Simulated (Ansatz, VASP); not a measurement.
## Zn2SiN in VASP and in Ansatz

```
Zn Si N
1.0
     5.23051    0.00000    0.00000
     0.00000    5.23051    0.00000
     0.00000    0.00000    3.36392
Zn Si N
2 1 1
Direct
  0.00000 0.50000 0.50000
  0.50000 0.00000 0.50000
  0.00000 0.00000 0.50000
  0.00000 0.00000 0.00000
```

Alike in both runs: functional PBE; k mesh 4 × 4 × 4; occupations gaussian, width 0.1 eV; no spin polarisation.

Ansatz relaxed the structure, and its values are those at the end. VASP's run is a single point on that final structure, the one shown.

|  | VASP | Ansatz |
| --- | --- | --- |
| version | VASP 6.6.1 | Ansatz 0.2.0 |
| potentials or method | VASP PAW PBE potentials, release 64 (Zn, Si, N), cutoff 600 eV | scalar-relativistic, plane waves, PAW |
| valence electrons in the cell | 33 | 33 |

|  | VASP | Ansatz | Ansatz less VASP |
| --- | --- | --- | --- |
| gap on the k mesh at the Fermi level (eV) | none | none | - |
| pressure (GPa) | 0.1 | 0.1 | +0.03 |

A gap of «none» marks a metal or a gap that the smearing closes. With one functional, cell and mesh, what is left measures potentials, basis and numerics.

The k mesh is coarse, so the values compare programs but aren't converged.
